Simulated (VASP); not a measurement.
# Te (R-3m) in VASP: single point with r2SCAN

Aim: the single point of Te with r2SCAN.

Program: VASP 6.6.1. These are calculated values, not measurements. Logs are shortened: lines on timing, memory, paths and dates and some standing lists are left out, and cuts for length are marked.

### Step 1. The cell of the first run

The structure is trigonal, space group R-3m (No. 166). The conventional cell has a = 4.968 Å, b = 4.968 Å, c = 4.372 Å, α = 90.00°, β = 90.00°, γ = 120.00°. Te (site symmetry -3m) has 12 Te at 3.22 to 4.09 Å within 4.2 Å.

### Step 2. Single point, r2SCAN

Contents of POSCAR:

```
Te
1.0
    2.4839601539      1.4341150635      1.4572197276
   -2.4839601539      1.4341150635      1.4572197276
    0.0000000000     -2.8682301270      1.4572197276
Te
1
Direct
    0.5000000000      0.5000000000      0.5000000000
```

Contents of INCAR.step1:

```
PREC = Accurate ; ENCUT = 520
ISMEAR = 0 ; SIGMA = 0.15
LREAL = F ; LASPH = T
NELM = 80 ; NBANDS = 9
GGA = PE ; ALGO = Normal
EDIFF = 1E-4 ; LWAVE = T
LCHARG = F
```

Contents of INCAR.step2:

```
PREC = Accurate ; ENCUT = 520
EDIFF = 1E-6 ; ISMEAR = 0
SIGMA = 0.15 ; LREAL = F
LASPH = T ; NELM = 80
ALGO = Normal ; ISIF = 2
LWAVE = F ; LCHARG = F
METAGGA = R2SCAN ; LMIXTAU = T
NBANDS = 9 ; ISTART = 1
```

Contents of KPOINTS:

```
regular mesh
0
Gamma
  18 18 18
```

Potentials or basis: VASP PAW PBE potentials, release 64 (Te).

On the command line:

```console
$ cat potpaw_PBE.64/Te/POTCAR > POTCAR
$ cp INCAR.step1 INCAR
$ mpirun -np 1 vasp_std > vasp.out
$ cp INCAR.step2 INCAR
$ mpirun -np 1 vasp_std > vasp.out
```

OUTCAR:

```text
PREC = Accurate
   ENCUT = 520
   EDIFF = 1E-6
   ISMEAR = 0
   LREAL = F
   LASPH = T
   NELM = 80
   ISIF = 2
   METAGGA = R2SCAN
   ISTART = 1

 ion  position               nearest neighbor table
   1  0.500  0.500  0.500-

  LATTYP: Found a trigonal (rhomboedric) cell.
 ALAT       =     3.2171778620
 COS(alpha) =    -0.1922548623

  Lattice vectors:

 A1 = (   2.4839601539,   1.4341150635,   1.4572197276)
 A2 = (  -2.4839601539,   1.4341150635,   1.4572197276)
 A3 = (   0.0000000000,  -2.8682301270,   1.4572197276)

Analysis of symmetry for initial positions (statically):
=====================================================================
 Subroutine PRICEL returns:
 Original cell was already a primitive cell.

 Routine SETGRP: Setting up the symmetry group for a
 trigonal (rhombohedral) supercell.

 Subroutine GETGRP returns: Found 12 space group operations
 (whereof 12 operations were pure point group operations)
 out of a pool of 12 trial point group operations.

The static configuration has the point symmetry D_3d.

Analysis of symmetry for dynamics (positions and initial velocities):
=====================================================================
 Subroutine PRICEL returns:
 Original cell was already a primitive cell.

 Routine SETGRP: Setting up the symmetry group for a
 trigonal (rhombohedral) supercell.

 Subroutine GETGRP returns: Found 12 space group operations
 (whereof 12 operations were pure point group operations)
 out of a pool of 12 trial point group operations.

The dynamic configuration has the point symmetry D_3d.

 Subroutine INISYM returns: Found 12 space group operations
 (whereof 12 operations are pure point group operations),
 and found     1 'primitive' translations

----------------------------------------------------------------------------------------

                                     Primitive cell

  volume of cell :      31.1462

  direct lattice vectors                    reciprocal lattice vectors
     2.483960154  1.434115063  1.457219728     0.201291474  0.116215687  0.228746103
    -2.483960154  1.434115063  1.457219728    -0.201291474  0.116215687  0.228746103
     0.000000000 -2.868230127  1.457219728     0.000000000 -0.232431373  0.228746103

  length of vectors
     3.217177862  3.217177862  3.217177862     0.326112132  0.326112132  0.326112132

  position of ions in fractional coordinates (direct lattice)
     0.500000000  0.500000000  0.500000000

  ion indices of the primitive-cell ions
   primitive index   ion index
                 1           1

----------------------------------------------------------------------------------------

 KPOINTS: regular mesh

Automatic generation of k-mesh.
 Grid dimensions read from file:
 generate k-points for:   18   18   18

 Generating k-lattice:

  Cartesian coordinates                     Fractional coordinates (reciprocal lattice)
     0.011182860  0.006456427  0.012708117     0.055555556  0.000000000  0.000000000
    -0.011182860  0.006456427  0.012708117     0.000000000  0.055555556  0.000000000
     0.000000000 -0.012912854  0.012708117     0.000000000  0.000000000  0.055555556

  Length of vectors
     0.018117341  0.018117341  0.018117341

  Shift w.r.t. Gamma in fractional coordinates (k-lattice)
     0.000000000  0.000000000  0.000000000

 Subroutine IBZKPT returns following result:
 ===========================================

 Found    580 irreducible k-points:

 Following reciprocal coordinates:
            Coordinates               Weight
  0.000000  0.000000  0.000000      1.000000
  0.055556  0.000000  0.000000      6.000000
  0.111111  0.000000  0.000000      6.000000
  0.166667  0.000000  0.000000      6.000000
  0.222222  0.000000 -0.000000      6.000000
  0.277778  0.000000  0.000000      6.000000
[... 16 lines left out ...]
 -0.277778  0.055556  0.000000     12.000000
 -0.222222  0.055556  0.000000     12.000000
 [... further k-points ...]
   k-points           NKPTS =    580   k-points in BZ     NKDIM =    580   number of bands    NBANDS=      9
   number of dos      NEDOS =    301   number of ions     NIONS =      1
   total plane-waves  NPLWV =  13824
   dimension x,y,z NGX =    24 NGY =   24 NGZ =   24
   dimension x,y,z NGXF=    48 NGYF=   48 NGZF=   48
   ions per type =               1
   NGX,Y,Z   is equivalent  to a cutoff of  12.40, 12.40, 12.40 a.u.
   NGXF,Y,Z  is equivalent  to a cutoff of  24.80, 24.80, 24.80 a.u.
 SYSTEM =  unknown system
   PREC   = accura    normal or accurate (medium, high low for compatibility)
   ISTART =      1    job   : 0-new  1-cont  2-samecut
   ICHARG =      0    charge: 1-file 2-atom 10-const
   ISPIN  =      1    spin polarized calculation?
   LNONCOLLINEAR =      F non collinear calculations
   LSORBIT =      F    spin-orbit coupling
   LASPH  =      T    aspherical Exc in radial PAW
   ENCUT  =  520.0 eV  38.22 Ry    6.18 a.u.   5.98  5.98  5.98*2*pi/ulx,y,z
   NELM   =     80;   NELMIN=  2; NELMDL=  0     # of ELM steps
   EDIFF  = 0.1E-05   stopping-criterion for ELM
   LREAL  =      F    real-space projection
   EDIFFG = 0.1E-04   stopping-criterion for IOM
   NSW    =      0    number of steps for IOM
   IBRION =     -1    ionic relax: 0-MD 1-quasi-New 2-CG
   NFREE  =      0    steps in history (QN), initial steepest desc. (CG)
   ISIF   =      2    stress and relaxation
   ISYM   =      2    0-nonsym 1-usesym 2-fastsym
   POTIM  = 0.5000    time-step for ionic-motion
   TEBEG  =    0.0;   TEEND  =   0.0 temperature during run
   PSTRESS=    0.0 pullay stress
   NELECT =       6.0000    total number of electrons
   NUPDOWN=      -1.0000    fix difference up-down
   EMIN   =  10.00;   EMAX   =-10.00  energy-range for DOS
   EFERMI =   0.00;   METHOD = LEGACY
   ISMEAR =     0;   SIGMA  =   0.15  broadening in eV -4-tet -1-fermi 0-gaus
   EFERMI_NEDOS =   21; number of points for ismear=-14 and -15
   IALGO  =     38    algorithm
   IMIX   =      4    mixing-type and parameters
     AMIX     =   0.40;   BMIX     =  1.00
     AMIX_MAG =   1.60;   BMIX_MAG =  1.00
  volume/ion in A,a.u.               =      31.15       210.18
  Fermi-wavevector in a.u.,A,eV,Ry     =   0.945490  1.786717 12.162947  0.893951
  Thomas-Fermi vector in A             =   2.073397
   LORBIT       =      0    0 simple, 1 ext, 2 COOP (PROOUT), +10 PAW based schemes
   METAGGA = R2SCAN    functional components
   LHFCALC =     F    Hartree Fock is set to
   AEXX    =    0.0000 exact exchange contribution
   IVDW    =     0    specifies the selected vdW correction
   LEPSILON=     F    determine dielectric tensor
   LRPA    =     F    only Hartree local field effects (RPA)
 non-spin polarized calculation
 Gauss-broadening in eV      SIGMA  =   0.15
  energy-cutoff  :      520.00
  volume of cell :       31.15
 maximum number of plane-waves:       856
   NGX = 11   NGY = 11   NGZ = 11

 number of electron       6.0000001 magnetization

 Free energy of the ion-electron system (eV)
  ---------------------------------------------------
  ext. energy  EPLUGINS =         0.00000000
  ---------------------------------------------------
  free energy    TOTEN  =       -25.28205722 eV

  energy without entropy =      -25.27500632  energy(sigma->0) =      -25.27853177

 E-fermi :   6.7503     XC(G=0): -10.0272

 val. band max:        6.7353983890   @ k =  -0.1667   0.5000   0.1667
 cond. band min:       6.7609064938   @ k =  -0.2222   0.1667   0.1667
 fundamental gap:      0.0255081048
 Fermi energy:         6.7503390283

 k-point     1 :       0.0000    0.0000    0.0000
  band No.  band energies     occupation
      1      -7.4868      2.00000
      2       7.6923      0.00000
      3       9.1280      0.00000
      4       9.1280      0.00000
      5      14.0892      0.00000
      6      14.0892      0.00000
      7      14.8796      0.00000
      8      21.3593      0.00000
      9      21.3593      0.00000

 k-point     2 :       0.0556    0.0000    0.0000
  band No.  band energies     occupation
      1      -7.4444      2.00000
      2       7.5205      0.00000
      3       8.8133      0.00000
      4       9.1349      0.00000
      5      14.1308      0.00000
      6      14.4119      0.00000
      7      15.1681      0.00000
      8      20.6339      0.00000
      9      21.0019      0.00000

 k-point     3 :       0.1111    0.0000    0.0000
  band No.  band energies     occupation
      1      -7.3183      2.00000
      2       6.8036      0.61550
      3       8.4381      0.00000
      4       9.1561      0.00000
      5      14.2447      0.00000
      6      14.7866      0.00000
      7      16.2019      0.00000
      8      19.7855      0.00000
      9      20.2198      0.00000

 k-point     4 :       0.1667    0.0000    0.0000
  band No.  band energies     occupation
      1      -7.1127      2.00000
      2       5.6517      2.00000
      3       8.3240      0.00000
      4       9.1932      0.00000
      5      14.3957      0.00000
      6      15.1178      0.00000
      7      17.2703      0.00000
      8      19.4972      0.00000
      9      19.5277      0.00000

 k-point     5 :       0.2222    0.0000   -0.0000
  band No.  band energies     occupation
      1      -6.8356      2.00000
      2       4.4114      2.00000
      3       8.3115      0.00000
      4       9.2468      0.00000
      5      14.5239      0.00000
      6      15.4263      0.00000
      7      17.4226      0.00000
      8      19.0685      0.00000
      9      20.5091      0.00000

 k-point     6 :       0.2778    0.0000    0.0000
  band No.  band energies     occupation
      1      -6.5017      2.00000
      2       3.2297      2.00000
      3       8.3361      0.00000
      4       9.3145      0.00000
      5      14.5623      0.00000
      6      15.5232      0.00000
      7      17.4286      0.00000
      8      18.9252      0.00000
      9      22.0369      0.00000
[... 169 lines left out ...]
 k-point    21 :      -0.3889    0.0556    0.0000
  band No.  band energies     occupation
      1      -5.8077      2.00000
      2       1.5028      2.00000
      3       8.4480      0.00000
      4       9.4487      0.00000
      5      14.4483      0.00000
      6      15.0628      0.00000
      7      17.3413      0.00000
      8      18.9757      0.00000
      9      22.4056      0.00000

 k-point    22 :      -0.3333    0.0556    0.0000
  band No.  band energies     occupation
      1      -6.1652      2.00000
      2       2.3929      2.00000
      3       8.4763      0.00000
      4       9.4408      0.00000
      5      14.5225      0.00000
      6      15.3010      0.00000
      7      16.6776      0.00000
      8      18.4771      0.00000
      9      21.9940      0.00000

 k-point    23 :      -0.2778    0.0556    0.0000
  band No.  band energies     occupation
      1      -6.5267      2.00000
      2       3.4700      2.00000
      3       8.4626      0.00000
      4       9.3912      0.00000
      5      14.5572      0.00000
      6      15.4895      0.00000
      7      16.3209      0.00000
      8      18.3045      0.00000
      9      21.4278      0.00000

 k-point    24 :      -0.2222    0.0556    0.0000
  band No.  band energies     occupation
      1      -6.8514      2.00000
      2       4.6691      2.00000
      3       8.4213      0.00000
      4       9.3062      0.00000
      5      14.5129      0.00000
      6      15.3020      0.00000
      7      16.5298      0.00000
      8      18.4773      0.00000
      9      20.1830      0.00000

 [... further k-points ...]

------------------------ aborting loop because EDIFF is reached ----------------------------------------

  FORCE on cell =-STRESS in cart. coord.  units (eV):
  Direction    XX          YY          ZZ          XY          YZ          ZX
  --------------------------------------------------------------------------------------
  -------------------------------------------------------------------------------------
  Total       -0.4749460     -0.4749460      0.2353427      0.0000000     -0.0000000      0.0000000
  in kB      -24.4314876    -24.4314876     12.1061592      0.0000000     -0.0000000      0.0000000
  external PRESSURE =     -12.2522720 kB  Pullay stress =       0.0000000 kB

 VOLUME and BASIS-vectors are now :
 -----------------------------------------------------------------------------
  energy-cutoff  :      520.00
  volume of cell :       31.15
      direct lattice vectors                 reciprocal lattice vectors
     2.483960154  1.434115063  1.457219728     0.201291474  0.116215687  0.228746103
    -2.483960154  1.434115063  1.457219728    -0.201291474  0.116215687  0.228746103
     0.000000000 -2.868230127  1.457219728     0.000000000 -0.232431373  0.228746103

 POSITION                                       TOTAL-FORCE (eV/Angst)
 -----------------------------------------------------------------------------------
      0.00000      0.00000      2.18583         0.000000      0.000000     -0.000000
 -----------------------------------------------------------------------------------
    total drift:                                0.000000      0.000000     -0.000000

  FREE ENERGIE OF THE ION-ELECTRON SYSTEM (eV)
  ---------------------------------------------------
  free  energy   TOTEN  =       -25.2820572211 eV

  energy  without entropy=      -25.2750063218  energy(sigma->0) =      -25.27853177
```

Run time: 2 min. Hardware: 1 thread of Intel Xeon 6975P-C (Granite Rapids), shared host; peak memory 0.26 GiB.

Results:

```
Free energy            : -25.2821 eV
Pressure               : -1.2 GPa
Band gap on the k mesh : zero (bands 3 and 4 overlap by 5.05 eV)
```

Levels at points of the mesh, in eV from the Fermi level:
```
           k point  band 1  band 2  band 3  band 4  band 5  band 6  band 7
(0.00, 0.00, 0.00)  -14.24    0.94    2.38    2.38    7.34    7.34    8.13
(0.50, 0.00, 0.00)  -12.17   -6.19    1.71    2.78    7.44    8.00   13.00
(0.50, 0.50, 0.00)  -10.46   -5.53   -3.09    3.20    3.24    9.29   13.09
(0.50, 0.50, 0.50)   -8.67   -3.74   -3.74   -1.71    3.89    3.89    9.58
```

Caveat: the PAW data sets were made with another functional, which shifts forces and pressure a little; spin-orbit coupling is left out, which moves the levels of the heavy elements.

The gap in the log of VASP goes by the Fermi energy; the results here count the filled bands.